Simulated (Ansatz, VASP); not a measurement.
SnO: VASP beside Ansatz

```
CELL_PARAMETERS angstrom
0.00000 2.53294 2.53294
2.53294 0.00000 2.53294
2.53294 2.53294 0.00000
ATOMIC_POSITIONS crystal
Sn 0.00000 0.00000 0.00000
O 0.50000 0.50000 0.50000
```

Alike in both runs: task single point; functional PBE; k mesh 8 × 8 × 8; occupations fermi-dirac, width 0.02 eV; no spin polarisation.

```csv
,VASP,Ansatz
version,VASP 6.6.1,Ansatz 0.2.0
potentials or method,"VASP PAW PBE potentials, release 64 (Sn_d, O)","plane waves, PAW"
plane-wave cutoff (eV),520,420
valence electrons in the cell,20,20
```

```tsv
	VASP	Ansatz	Ansatz less VASP
gap on the k mesh at the Fermi level (eV)	0.89	0.89	+0.002
pressure (GPa)	2.8	2.9	+0.06
```
